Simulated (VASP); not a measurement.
A run of VASP 6.6.1 is set up as follows.

INCAR

```
SYSTEM = Pt
  PREC = Accurate
  ENCUT = 520
  EDIFF = 1E-6
  ISMEAR = 0
  SIGMA = 0.15
  LREAL = .FALSE.
  LASPH = .TRUE.
  NELM = 80
  ALGO = Fast
  ISIF = 2
  LWAVE = .FALSE.
  LCHARG = .FALSE.
  GGA = PE
  NBANDS = 11
```

The input KPOINTS:

```
regular mesh
0
G
  22 22 22
  0 0 0
```

File POSCAR:

```
Pt
1.0
    0.0000000000      2.3766361068      1.4953794384
    2.3766361068      0.0000000000      1.4953794384
    2.3766361068      2.3766361068      0.0000000000
Pt
1
Direct
    0.0000000000      0.0000000000      0.0000000000
```

Potentials or basis: VASP PAW PBE potentials, release 64 (Pt).

The run is started by

```sh
$ cat potpaw_PBE.64/Pt/POTCAR > POTCAR
$ mpirun -np 1 vasp_std > vasp.out
```

Q: Estimate the pressure.

A: -13.9 GPa.

Q: Predict the band gap on the k mesh.

A: Zero (bands 5 and 6 overlap by 1.87 eV).

Stress tensor (GPa, compression positive):
```
-11.01   0.00   0.00
  0.00 -11.01   0.00
  0.00   0.00 -19.65
```

Caveat: the cell stands under tension; spin-orbit coupling is left out, which moves the levels of the heavy elements.
